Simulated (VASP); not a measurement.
# BAs (F-43m) in VASP: further runs, part 2 of 2

VASP 6.6.1.

## 3. Single point, r2SCAN

This run uses another cell than the first one, of 13.68 Å³/atom, 1.004 times its volume.

POSCAR

```
BAs
1.0
    0.0000000000      2.3919171958      2.3919171958
    2.3919171958      0.0000000000      2.3919171958
    2.3919171958      2.3919171958      0.0000000000
B As
1 1
Direct
    0.0000000000      0.0000000000      0.0000000000
    0.7500000000      0.7500000000      0.7500000000
```

INCAR.step1

```
ALGO     = Normal         # electronic algorithm
EDIFF    = 1E-4           # SCF threshold, eV
ENCUT    = 520            # plane-wave cutoff, eV
GGA      = PE             # functional
ISMEAR   = 0              # smearing method
LASPH    = T              # aspherical terms in the spheres
LCHARG   = F              # write CHGCAR
LREAL    = F              # projectors in reciprocal space
LWAVE    = T              # write WAVECAR
NBANDS   = 11             # bands
NELM     = 100            # most SCF steps
PREC     = Accurate       # precision mode
SIGMA    = 0.02           # smearing width, eV
```

INCAR.step2

```
ALGO     = Normal         # electronic algorithm
EDIFF    = 1E-7           # SCF threshold, eV
ENCUT    = 520            # plane-wave cutoff, eV
ISIF     = 2              # what is computed and relaxed
ISMEAR   = 0              # smearing method
ISTART   = 1            
LASPH    = T              # aspherical terms in the spheres
LCHARG   = F              # write CHGCAR
LMIXTAU  = T            
LREAL    = F              # projectors in reciprocal space
LWAVE    = F              # write WAVECAR
METAGGA  = R2SCAN         # meta-GGA
NBANDS   = 11             # bands
NELM     = 100            # most SCF steps
PREC     = Accurate       # precision mode
SIGMA    = 0.02           # smearing width, eV
```

KPOINTS

```
k-points
0
Gamma
  10 10 10
```

Potentials or basis: VASP PAW PBE potentials, release 64 (B, As).

Launch:

```bash
$ cat potpaw_PBE.64/B/POTCAR potpaw_PBE.64/As/POTCAR > POTCAR
$ cp INCAR.step1 INCAR
$ mpirun -np 1 vasp_std > vasp.out
$ cp INCAR.step2 INCAR
$ mpirun -np 1 vasp_std > vasp.out
```

OUTCAR:

```text
EDIFF = 1E-7
   ENCUT = 520
   ISIF = 2
   ISMEAR = 0
   ISTART = 1
   LASPH = T
   LREAL = F
   METAGGA = R2SCAN
   NELM = 100
   PREC = Accurate

 ion  position               nearest neighbor table
   1  0.000  0.000  0.000-   2 2.07   2 2.07   2 2.07   2 2.07
   2  0.750  0.750  0.750-   1 2.07   1 2.07   1 2.07   1 2.07

  LATTYP: Found a face centered cubic cell.
 ALAT       =     4.7838343916

  Lattice vectors:

 A1 = (   0.0000000000,   2.3919171958,   2.3919171958)
 A2 = (   2.3919171958,   0.0000000000,   2.3919171958)
 A3 = (   2.3919171958,   2.3919171958,   0.0000000000)

Analysis of symmetry for initial positions (statically):
=====================================================================
 Subroutine PRICEL returns:
 Original cell was already a primitive cell.

 Routine SETGRP: Setting up the symmetry group for a
 face centered cubic supercell.

 Subroutine GETGRP returns: Found 24 space group operations
 (whereof 24 operations were pure point group operations)
 out of a pool of 48 trial point group operations.

The static configuration has the point symmetry T_d .

Analysis of symmetry for dynamics (positions and initial velocities):
=====================================================================
 Subroutine PRICEL returns:
 Original cell was already a primitive cell.

 Routine SETGRP: Setting up the symmetry group for a
 face centered cubic supercell.

 Subroutine GETGRP returns: Found 24 space group operations
 (whereof 24 operations were pure point group operations)
 out of a pool of 48 trial point group operations.

The dynamic configuration has the point symmetry T_d .

 Subroutine INISYM returns: Found 24 space group operations
 (whereof 24 operations are pure point group operations),
 and found     1 'primitive' translations

----------------------------------------------------------------------------------------

                                     Primitive cell

  volume of cell :      27.3696

  direct lattice vectors                    reciprocal lattice vectors
     0.000000000  2.391917196  2.391917196    -0.209037337  0.209037337  0.209037337
     2.391917196  0.000000000  2.391917196     0.209037337 -0.209037337  0.209037337
     2.391917196  2.391917196  0.000000000     0.209037337  0.209037337 -0.209037337

  length of vectors
     3.382681738  3.382681738  3.382681738     0.362063288  0.362063288  0.362063288

  position of ions in fractional coordinates (direct lattice)
     0.000000000  0.000000000  0.000000000
     0.750000000  0.750000000  0.750000000

  ion indices of the primitive-cell ions
   primitive index   ion index
                 1           1
                 2           2

----------------------------------------------------------------------------------------

 KPOINTS: k-points

Automatic generation of k-mesh.
 Grid dimensions read from file:
 generate k-points for:   10   10   10

 Generating k-lattice:

  Cartesian coordinates                     Fractional coordinates (reciprocal lattice)
    -0.020903734  0.020903734  0.020903734     0.100000000  0.000000000  0.000000000
     0.020903734 -0.020903734  0.020903734     0.000000000  0.100000000  0.000000000
     0.020903734  0.020903734 -0.020903734     0.000000000  0.000000000  0.100000000

  Length of vectors
     0.036206329  0.036206329  0.036206329

  Shift w.r.t. Gamma in fractional coordinates (k-lattice)
     0.000000000  0.000000000  0.000000000

 Subroutine IBZKPT returns following result:
 ===========================================

 Found     47 irreducible k-points:

 Following reciprocal coordinates:
            Coordinates               Weight
  0.000000  0.000000  0.000000      1.000000
  0.100000  0.000000  0.000000      8.000000
  0.200000  0.000000  0.000000      8.000000
  0.300000  0.000000  0.000000      8.000000
  0.400000  0.000000  0.000000      8.000000
  0.500000  0.000000  0.000000      4.000000
[... 16 lines left out ...]
  0.300000  0.300000  0.000000      6.000000
  0.400000  0.300000  0.000000     24.000000
 [... further k-points ...]
   k-points           NKPTS =     47   k-points in BZ     NKDIM =     47   number of bands    NBANDS=     11
   number of dos      NEDOS =    301   number of ions     NIONS =      2
   total plane-waves  NPLWV =  21952
   dimension x,y,z NGX =    28 NGY =   28 NGZ =   28
   dimension x,y,z NGXF=    56 NGYF=   56 NGZF=   56
   ions per type =               1   1
   NGX,Y,Z   is equivalent  to a cutoff of  13.76, 13.76, 13.76 a.u.
   NGXF,Y,Z  is equivalent  to a cutoff of  27.52, 27.52, 27.52 a.u.
 SYSTEM =  unknown system
   PREC   = accura    normal or accurate (medium, high low for compatibility)
   ISTART =      1    job   : 0-new  1-cont  2-samecut
   ICHARG =      0    charge: 1-file 2-atom 10-const
   ISPIN  =      1    spin polarized calculation?
   LNONCOLLINEAR =      F non collinear calculations
   LSORBIT =      F    spin-orbit coupling
   LASPH  =      T    aspherical Exc in radial PAW
   ENCUT  =  520.0 eV  38.22 Ry    6.18 a.u.   6.29  6.29  6.29*2*pi/ulx,y,z
   NELM   =    100;   NELMIN=  2; NELMDL=  0     # of ELM steps
   EDIFF  = 0.1E-06   stopping-criterion for ELM
   LREAL  =      F    real-space projection
   EDIFFG = 0.1E-05   stopping-criterion for IOM
   NSW    =      0    number of steps for IOM
   IBRION =     -1    ionic relax: 0-MD 1-quasi-New 2-CG
   NFREE  =      0    steps in history (QN), initial steepest desc. (CG)
   ISIF   =      2    stress and relaxation
   ISYM   =      2    0-nonsym 1-usesym 2-fastsym
   POTIM  = 0.5000    time-step for ionic-motion
   TEBEG  =    0.0;   TEEND  =   0.0 temperature during run
   PSTRESS=    0.0 pullay stress
   NELECT =       8.0000    total number of electrons
   NUPDOWN=      -1.0000    fix difference up-down
   EMIN   =  10.00;   EMAX   =-10.00  energy-range for DOS
   EFERMI =   0.00;   METHOD = LEGACY
   ISMEAR =     0;   SIGMA  =   0.02  broadening in eV -4-tet -1-fermi 0-gaus
   EFERMI_NEDOS =   21; number of points for ismear=-14 and -15
   IALGO  =     38    algorithm
   IMIX   =      4    mixing-type and parameters
     AMIX     =   0.40;   BMIX     =  1.00
     AMIX_MAG =   1.60;   BMIX_MAG =  1.00
  volume/ion in A,a.u.               =      13.68        92.35
  Fermi-wavevector in a.u.,A,eV,Ry     =   1.086464  2.053119 16.060373  1.180404
  Thomas-Fermi vector in A             =   2.222601
   LORBIT       =      0    0 simple, 1 ext, 2 COOP (PROOUT), +10 PAW based schemes
   METAGGA = R2SCAN    functional components
   LHFCALC =     F    Hartree Fock is set to
   AEXX    =    0.0000 exact exchange contribution
   IVDW    =     0    specifies the selected vdW correction
   LEPSILON=     F    determine dielectric tensor
   LRPA    =     F    only Hartree local field effects (RPA)
 non-spin polarized calculation
 Gauss-broadening in eV      SIGMA  =   0.02
  energy-cutoff  :      520.00
  volume of cell :       27.37
 maximum number of plane-waves:       754
 NGX is ok and might be reduce to    28
   NGX = 13   NGY = 13   NGZ = 13

 number of electron       8.0000000 magnetization

 Free energy of the ion-electron system (eV)
  ---------------------------------------------------
  ext. energy  EPLUGINS =         0.00000000
  ---------------------------------------------------
  free energy    TOTEN  =       -22.25610904 eV

  energy without entropy =      -22.25610904  energy(sigma->0) =      -22.25610904

 E-fermi :   6.0853     XC(G=0): -11.1139

 val. band max:        5.9758756748   @ k =   0.0000   0.0000   0.0000
 cond. band min:       7.3506181450   @ k =   0.4000   0.4000   0.0000
 fundamental gap:      1.3747424702
 Fermi energy:         6.0853134383

 k-point     1 :       0.0000    0.0000    0.0000
  band No.  band energies     occupation
      1     -10.1417      2.00000
      2       5.9759      2.00000
      3       5.9759      2.00000
      4       5.9759      2.00000
      5       9.4165      0.00000
      6       9.4165      0.00000
      7       9.4165      0.00000
      8      11.0708      0.00000
      9      16.3313      0.00000
     10      19.3998      0.00000
     11      19.3998      0.00000
[... 309 lines left out ...]
 k-point    24 :       0.4000    0.3000    0.0000
  band No.  band energies     occupation
      1      -7.3660      2.00000
      2      -0.8423      2.00000
      3       1.8101      2.00000
      4       2.3069      2.00000
      5       7.8844      0.00000
      6       9.6844      0.00000
      7      15.3604      0.00000
      8      15.5924      0.00000
      9      18.8911      0.00000
     10      22.5317      0.00000
     11      22.6938      0.00000

 [... further k-points ...]
[... 5 lines left out ...]
  --------------------------------------------------------------------------------------
  -------------------------------------------------------------------------------------
  Total        0.0419677      0.0419677      0.0419677      0.0000000      0.0000000     -0.0000000
  in kB        2.4567289      2.4567289      2.4567289      0.0000000      0.0000000     -0.0000000
  external PRESSURE =       2.4567289 kB  Pullay stress =       0.0000000 kB

 VOLUME and BASIS-vectors are now :
 -----------------------------------------------------------------------------
  energy-cutoff  :      520.00
  volume of cell :       27.37
      direct lattice vectors                 reciprocal lattice vectors
     0.000000000  2.391917196  2.391917196    -0.209037337  0.209037337  0.209037337
     2.391917196  0.000000000  2.391917196     0.209037337 -0.209037337  0.209037337
     2.391917196  2.391917196  0.000000000     0.209037337  0.209037337 -0.209037337

 POSITION                                       TOTAL-FORCE (eV/Angst)
 -----------------------------------------------------------------------------------
      0.00000      0.00000      0.00000        -0.000000     -0.000000     -0.000000
      3.58788      3.58788      3.58788         0.000000      0.000000      0.000000
 -----------------------------------------------------------------------------------
    total drift:                                0.000000      0.000000      0.000000

  FREE ENERGIE OF THE ION-ELECTRON SYSTEM (eV)
  ---------------------------------------------------
  free  energy   TOTEN  =       -22.2561090431 eV

  energy  without entropy=      -22.2561090431  energy(sigma->0) =      -22.25610904
```

Wall time 1.9 min (1 thread of AMD EPYC 7R43 (Zen 3), shared host); peak memory 0.13 GiB.

Results:

```
Free energy            : -22.2561 eV
Pressure               : 0.2 GPa
Band gap on the k mesh : 1.37 eV, indirect (least direct gap 3.44 eV)
```

Levels at points of the mesh, in eV from the valence-band top:
```csv
k point,band 1,band 2,band 3,band 4,band 5,band 6,band 7,band 8,band 9
"(0.00, 0.00, 0.00)",-16.12,0.00,0.00,0.00,3.44,3.44,3.44,5.09,10.36
"(0.50, 0.00, 0.00)",-13.11,-9.21,-1.93,-1.93,2.95,5.05,5.05,9.57,13.61
"(0.50, 0.50, 0.00)",-11.68,-9.04,-4.29,-4.29,1.62,1.70,12.12,12.12,13.84
```

Caveat: the PAW data sets were made with another functional, which shifts forces and pressure a little. r2SCAN opens gaps a little over a GGA but as a rule still falls short of measured ones.
